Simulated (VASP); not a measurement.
A run of VASP 6.6.1 is set up as follows.

Contents of INCAR:

```
ALGO = Normal ; EDIFF = 1E-6
ENCUT = 500 ; GGA = PE
GGA_COMPAT = False ; ISIF = 2
ISMEAR = -1 ; IVDW = 12
LASPH = True ; LCHARG = False
LREAL = False ; LWAVE = False
NBANDS = 20 ; NELM = 120
PREC = Accurate ; SIGMA = 0.02
```

KPOINTS

```
k-points
0
Gamma
  6 6 4
```

File POSCAR:

```
WSe2
1.0
    3.3153441874      0.0000000000      0.0000000000
   -1.6576720937      2.8711722886      0.0000000000
    0.0000000000      0.0000000000      6.5191986732
W Se
1 2
Direct
    0.0000000000      0.0000000000      0.0000000000
    0.3333333333      0.6666666667      0.2571683820
    0.6666666667      0.3333333333      0.7428316180
```

Potentials or basis: VASP PAW PBE potentials, release 64 (W_sv, Se).

Command:

```console
$ cat potpaw_PBE.64/W_sv/POTCAR potpaw_PBE.64/Se/POTCAR > POTCAR
$ mpirun -np 1 vasp_std > vasp.out
```

(1) What does it give for the dispersion energy per atom?

(2) Predict the pressure.

(3) What does it give for the largest force?

Results:

(1) -0.456 eV.

(2) -0.1 GPa.

(3) 0.374 eV/Å.

Caveat: the k points lie up to 0.36 Å⁻¹ apart.
